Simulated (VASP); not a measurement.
# F (Cmce) in VASP: single point with PBE0

Aim: the single point of F with PBE0.

Program: VASP 6.6.1. These are calculated values, not measurements. Logs are shortened: lines on timing, memory, paths and dates and some standing lists are left out, and cuts for length are marked.

### 1 The cell of the first run

Symmetry: Cmce, No. 64, orthorhombic system. The conventional cell has a = 4.946 Å, b = 3.221 Å, c = 6.545 Å, α = 90.00°, β = 90.00°, γ = 90.00°. F (site symmetry m) has 1 F at 1.40 Å within 1.9 Å.

### 2 Single point, PBE0

The input, POSCAR:

```
F
1.0
    2.4728542882     -1.6104303596      0.0000000000
    2.4728542882      1.6104303596      0.0000000000
    0.0000000000      0.0000000000      6.5449700122
F
4
Direct
    0.9054155717      0.0945844283      0.0963912690
    0.5945844283      0.4054155717      0.5963912690
    0.4054155717      0.5945844283      0.4036087310
    0.0945844283      0.9054155717      0.9036087310
```

The input, INCAR.step1:

```
SYSTEM = F
ALGO = Normal
EDIFF = 1E-5
ENCUT = 520
GGA = PE
GGA_COMPAT = .FALSE.
ISIF = 2
ISMEAR = 0
KPAR = 4
LASPH = .TRUE.
LCHARG = .FALSE.
LREAL = .FALSE.
LWAVE = .TRUE.
NBANDS = 22
NELM = 120
PREC = Accurate
SIGMA = 0.01
```

The input, INCAR.step2:

```
SYSTEM = F
AEXX = 0.25
ALGO = Normal
EDIFF = 1E-6
ENCUT = 520
GGA = PE
GGA_COMPAT = .FALSE.
ISIF = 2
ISMEAR = 0
ISTART = 1
KPAR = 4
LASPH = .TRUE.
LCHARG = .FALSE.
LHFCALC = .TRUE.
LREAL = .FALSE.
LWAVE = .FALSE.
NBANDS = 22
NELM = 120
PREC = Accurate
PRECFOCK = Normal
SIGMA = 0.01
```

The input, KPOINTS:

```
k-points
0
G
  6 6 4
  0 0 0
```

Potentials or basis: VASP PAW PBE potentials, release 64 (F).

On the command line:

```
$ cat potpaw_PBE.64/F/POTCAR > POTCAR
$ cp INCAR.step1 INCAR
$ mpirun -np 4 vasp_std > vasp.out
$ cp INCAR.step2 INCAR
$ mpirun -np 4 vasp_std > vasp.out
```

OUTCAR:

```text
SYSTEM = F
   AEXX = 0.25
   EDIFF = 1E-6
   ENCUT = 520
   GGA = PE
   ISIF = 2
   ISMEAR = 0
   ISTART = 1
   LASPH = .TRUE.
   LHFCALC = .TRUE.
   LREAL = .FALSE.
   NELM = 120
   PREC = Accurate
   PRECFOCK = Normal

 ion  position               nearest neighbor table
   1  0.905  0.095  0.096-   4 1.40
   2  0.595  0.405  0.596-   3 1.40
   3  0.405  0.595  0.404-   2 1.40
   4  0.095  0.905  0.904-   1 1.40

  LATTYP: Found a base centered orthorhombic cell.
 ALAT       =     3.2208607192
 B/A-ratio  =     1.5355238887
 C/A-ratio  =     2.0320562057

  Lattice vectors:

 A1 = (  -2.4728542882,  -1.6104303596,   0.0000000000)
 A2 = (   2.4728542882,  -1.6104303596,   0.0000000000)
 A3 = (   0.0000000000,   0.0000000000,   6.5449700122)

Analysis of symmetry for initial positions (statically):
=====================================================================
 Subroutine PRICEL returns:
 Original cell was already a primitive cell.

 Routine SETGRP: Setting up the symmetry group for a
 base centered orthorhombic supercell.

 Subroutine GETGRP returns: Found  8 space group operations
 (whereof  4 operations were pure point group operations)
 out of a pool of  8 trial point group operations.

The static configuration has the point symmetry C_2h.
 The point group associated with its full space group is D_2h.

Analysis of symmetry for dynamics (positions and initial velocities):
=====================================================================
 Subroutine PRICEL returns:
 Original cell was already a primitive cell.

 Routine SETGRP: Setting up the symmetry group for a
 base centered orthorhombic supercell.

 Subroutine GETGRP returns: Found  8 space group operations
 (whereof  4 operations were pure point group operations)
 out of a pool of  8 trial point group operations.

The dynamic configuration has the point symmetry C_2h.
 The point group associated with its full space group is D_2h.

 Subroutine INISYM returns: Found  8 space group operations
 (whereof  4 operations are pure point group operations),
 and found     1 'primitive' translations

----------------------------------------------------------------------------------------

                                     Primitive cell

  volume of cell :      52.1288

  direct lattice vectors                    reciprocal lattice vectors
     2.472854288 -1.610430360  0.000000000     0.202195496 -0.310476015  0.000000000
     2.472854288  1.610430360  0.000000000     0.202195496  0.310476015  0.000000000
     0.000000000  0.000000000  6.544970012     0.000000000  0.000000000  0.152789088

  length of vectors
     2.951015804  2.951015804  6.544970012     0.370510964  0.370510964  0.152789088

  position of ions in fractional coordinates (direct lattice)
     0.905415572  0.094584428  0.096391269
     0.594584428  0.405415572  0.596391269
     0.405415572  0.594584428  0.403608731
     0.094584428  0.905415572  0.903608731

  ion indices of the primitive-cell ions
   primitive index   ion index
                 1           1
                 2           2
                 3           3
                 4           4

----------------------------------------------------------------------------------------

 KPOINTS: k-points

Automatic generation of k-mesh.
 Grid dimensions read from file:
 generate k-points for:    6    6    4

 Generating k-lattice:

  Cartesian coordinates                     Fractional coordinates (reciprocal lattice)
     0.033699249 -0.051746002  0.000000000     0.166666667  0.000000000  0.000000000
     0.033699249  0.051746002  0.000000000     0.000000000  0.166666667  0.000000000
     0.000000000  0.000000000  0.038197272     0.000000000  0.000000000  0.250000000

  Length of vectors
     0.061751827  0.061751827  0.038197272

  Shift w.r.t. Gamma in fractional coordinates (k-lattice)
     0.000000000  0.000000000  0.000000000

 Subroutine IBZKPT returns following result:
 ===========================================

 Found     39 irreducible k-points:

 Following reciprocal coordinates:
            Coordinates               Weight
  0.000000  0.000000  0.000000      1.000000
  0.166667  0.000000  0.000000      4.000000
  0.333333  0.000000  0.000000      4.000000
  0.500000  0.000000  0.000000      2.000000
  0.166667  0.166667  0.000000      2.000000
  0.333333  0.166667  0.000000      4.000000
[... 16 lines left out ...]
  0.333333  0.333333  0.250000      4.000000
  0.500000  0.333333  0.250000      8.000000
 [... further k-points ...]
   k-points           NKPTS =     39   k-points in BZ     NKDIM =    144   number of bands    NBANDS=     22
   number of dos      NEDOS =    301   number of ions     NIONS =      4
   total plane-waves  NPLWV =  28800
   dimension x,y,z NGX =    24 NGY =   24 NGZ =   50
   dimension x,y,z NGXF=    48 NGYF=   48 NGZF=  100
   ions per type =               4
   NGX,Y,Z   is equivalent  to a cutoff of  13.52, 13.52, 12.70 a.u.
   NGXF,Y,Z  is equivalent  to a cutoff of  27.04, 27.04, 25.40 a.u.
 SYSTEM =  F
   PREC   = accura    normal or accurate (medium, high low for compatibility)
   ISTART =      1    job   : 0-new  1-cont  2-samecut
   ICHARG =      0    charge: 1-file 2-atom 10-const
   ISPIN  =      1    spin polarized calculation?
   LNONCOLLINEAR =      F non collinear calculations
   LSORBIT =      F    spin-orbit coupling
   LASPH  =      T    aspherical Exc in radial PAW
   ENCUT  =  520.0 eV  38.22 Ry    6.18 a.u.   5.49  5.49 12.17*2*pi/ulx,y,z
   NELM   =    120;   NELMIN=  2; NELMDL=  0     # of ELM steps
   EDIFF  = 0.1E-05   stopping-criterion for ELM
   LREAL  =      F    real-space projection
   EDIFFG = 0.1E-04   stopping-criterion for IOM
   NSW    =      0    number of steps for IOM
   IBRION =     -1    ionic relax: 0-MD 1-quasi-New 2-CG
   NFREE  =      0    steps in history (QN), initial steepest desc. (CG)
   ISIF   =      2    stress and relaxation
   ISYM   =      3    0-nonsym 1-usesym 2-fastsym
   POTIM  = 0.5000    time-step for ionic-motion
   TEBEG  =    0.0;   TEEND  =   0.0 temperature during run
   PSTRESS=    0.0 pullay stress
   NELECT =      28.0000    total number of electrons
   NUPDOWN=      -1.0000    fix difference up-down
   EMIN   =  10.00;   EMAX   =-10.00  energy-range for DOS
   EFERMI =   0.00;   METHOD = LEGACY
   ISMEAR =     0;   SIGMA  =   0.01  broadening in eV -4-tet -1-fermi 0-gaus
   EFERMI_NEDOS =   21; number of points for ismear=-14 and -15
   IALGO  =     38    algorithm
   IMIX   =      1    mixing-type and parameters
     AMIX     =   0.40;   BMIX     =  1.00
     AMIX_MAG =   1.60;   BMIX_MAG =  1.00
  volume/ion in A,a.u.               =      13.03        87.95
  Fermi-wavevector in a.u.,A,eV,Ry     =   1.330765  2.514782 24.095050  1.770936
  Thomas-Fermi vector in A             =   2.459827
   LORBIT       =      0    0 simple, 1 ext, 2 COOP (PROOUT), +10 PAW based schemes
   GGA     = PE    functional components
   LHFCALC =     T    Hartree Fock is set to
   PRECFOCK=normal    Normal, Fast or Accurate (Low or Medium for compatibility)
   ENCUT4O =  -1.0   cutoff for four orbital integrals eV
   NKREDX  =     1    reduce k-point grid by
   NKREDY  =     1    reduce k-point grid by
   NKREDZ  =     1    reduce k-point grid by
   AEXX    =    0.2500 exact exchange contribution
   HFSCREEN=    0.0000 screening length (either q_TF or 0.3 A-1)
   HFSCREENC=   0.0000 screening length for correlation (either q_TF or 0.3 A-1)
   ENCUTFOCK=  -1.0 apply spherical cutoff to Coloumb kernel
   IVDW    =     0    specifies the selected vdW correction
   LEPSILON=     F    determine dielectric tensor
   LRPA    =     F    only Hartree local field effects (RPA)
 non-spin polarized calculation
 Gauss-broadening in eV      SIGMA  =   0.01
  energy-cutoff  :      520.00
  volume of cell :       52.13
 maximum number of plane-waves:      1425
 NGX is ok and might be reduce to    24
  NGX = 18; NGY = 18; NGZ = 40

 number of electron      28.0000019 magnetization

 Free energy of the ion-electron system (eV)
  ---------------------------------------------------
  ext. energy  EPLUGINS =         0.00000000
  ---------------------------------------------------
  free energy    TOTEN  =       -14.24809881 eV

  energy without entropy =      -14.24809881  energy(sigma->0) =      -14.24809881

 E-fermi :  -6.3553     XC(G=0):  -6.6594

 val. band max:       -6.5356745187   @ k =   0.0000   0.0000   0.0000
 cond. band min:       0.3656386942   @ k =   0.0000   0.0000   0.0000
 fundamental gap:      6.9013132129
 Fermi energy:        -6.3553015459

 k-point     1 :       0.0000    0.0000    0.0000
  band No.  band energies     occupation
      1     -33.3478      2.00000
      2     -33.1429      2.00000
      3     -26.5963      2.00000
      4     -26.0281      2.00000
      5     -12.7012      2.00000
      6     -11.5438      2.00000
[... 14 lines left out ...]
     21      18.4658      0.00000
     22      19.7093      0.00000

 k-point     2 :       0.1667    0.0000    0.0000
  band No.  band energies     occupation
      1     -33.2888      2.00000
      2     -33.1102      2.00000
      3     -26.5456      2.00000
      4     -26.0549      2.00000
      5     -12.6691      2.00000
      6     -11.6299      2.00000
[... 14 lines left out ...]
     21      17.1160      0.00000
     22      18.7244      0.00000

 k-point     3 :       0.3333    0.0000    0.0000
  band No.  band energies     occupation
      1     -33.1587      2.00000
      2     -33.0542      2.00000
      3     -26.4188      2.00000
      4     -26.1371      2.00000
      5     -12.5646      2.00000
      6     -11.9153      2.00000
[... 14 lines left out ...]
     21      15.9740      0.00000
     22      16.3708      0.00000
[... 476 lines left out ...]
 k-point    23 :       0.3333    0.3333    0.2500
  band No.  band energies     occupation
      1     -33.1326      2.00000
      2     -33.0157      2.00000
      3     -26.3671      2.00000
      4     -26.0493      2.00000
      5     -12.3970      2.00000
      6     -11.7737      2.00000
[... 14 lines left out ...]
     21      16.1928      0.00000
     22      16.7971      0.00000

 k-point    24 :       0.5000    0.3333    0.2500
  band No.  band energies     occupation
      1     -33.0729      2.00000
      2     -32.9799      2.00000
      3     -26.3214      2.00000
      4     -26.0716      2.00000
      5     -12.3287      2.00000
      6     -11.8423      2.00000
[... 14 lines left out ...]
     21      15.5938      0.00000
     22      16.1578      0.00000

 [... further k-points ...]
[... 5 lines left out ...]
  --------------------------------------------------------------------------------------
  -------------------------------------------------------------------------------------
  Total        0.6827273      0.5289454     -0.3351948      0.0000000     -0.0000000      0.0000000
  in kB       20.9835871     16.2571076    -10.3021930      0.0000000     -0.0000000      0.0000000
  external PRESSURE =       8.9795006 kB  Pullay stress =       0.0000000 kB

 VOLUME and BASIS-vectors are now :
 -----------------------------------------------------------------------------
  energy-cutoff  :      520.00
  volume of cell :       52.13
      direct lattice vectors                 reciprocal lattice vectors
     2.472854288 -1.610430360  0.000000000     0.202195496 -0.310476015  0.000000000
     2.472854288  1.610430360  0.000000000     0.202195496  0.310476015  0.000000000
     0.000000000  0.000000000  6.544970012     0.000000000  0.000000000  0.152789088

 POSITION                                       TOTAL-FORCE (eV/Angst)
 -----------------------------------------------------------------------------------
      2.47285     -1.30579      0.63088         0.000000     -0.218286     -0.466070
      2.47285     -0.30464      3.90336         0.000000      0.218286     -0.466070
      2.47285      0.30464      2.64161         0.000000     -0.218286      0.466070
      2.47285      1.30579      5.91409         0.000000      0.218286      0.466070
 -----------------------------------------------------------------------------------
    total drift:                                0.000000     -0.000000      0.000000

  FREE ENERGIE OF THE ION-ELECTRON SYSTEM (eV)
  ---------------------------------------------------
  free  energy   TOTEN  =       -14.2480988109 eV

  energy  without entropy=      -14.2480988109  energy(sigma->0) =      -14.24809881
```

Wall time 26 min (4 MPI ranks of AMD EPYC 7R13 (Zen 3), shared host); peak memory 0.19 GiB.

Results:

- Free energy: -14.2481 eV
- Pressure: 0.9 GPa
- Largest force: 0.515 eV/Å
- Band gap on the k mesh: 6.90 eV

Forces in eV/Å, atoms in the order of the input:
```
F    0.000 -0.218 -0.466
F    0.000  0.218 -0.466
F    0.000 -0.218  0.466
F    0.000  0.218  0.466
```

Levels at points of the mesh, in eV from the valence-band top:
```tsv
k point	band 10	band 11	band 12	band 13	band 14	band 15	band 16	band 17	band 18	band 19
(0.00, 0.00, 0.00)	-3.25	-0.49	-0.18	-0.04	0.00	6.90	8.26	13.34	15.91	17.37
(0.50, 0.00, 0.00)	-3.54	-0.56	-0.56	-0.10	-0.10	7.71	7.71	18.32	18.32	20.30
(0.50, 0.50, 0.00)	-3.69	-1.00	-0.67	-0.26	-0.25	7.34	8.12	18.66	19.17	19.81
(0.00, 0.00, 0.50)	-3.27	-0.37	-0.37	-0.02	-0.02	7.53	7.53	14.40	14.40	19.75
(0.50, 0.00, 0.50)	-3.56	-0.49	-0.49	-0.05	-0.05	7.68	7.68	18.58	18.58	19.21
(0.50, 0.50, 0.50)	-3.74	-0.61	-0.61	-0.48	-0.48	7.72	7.72	19.10	19.10	19.70
```

Caveat: this functional lacks dispersion, which holds the molecules together, so the pressure and a relaxed volume are unreliable; the PAW data sets were made with another functional, which shifts forces and pressure a little. A k mesh can miss the band edges.
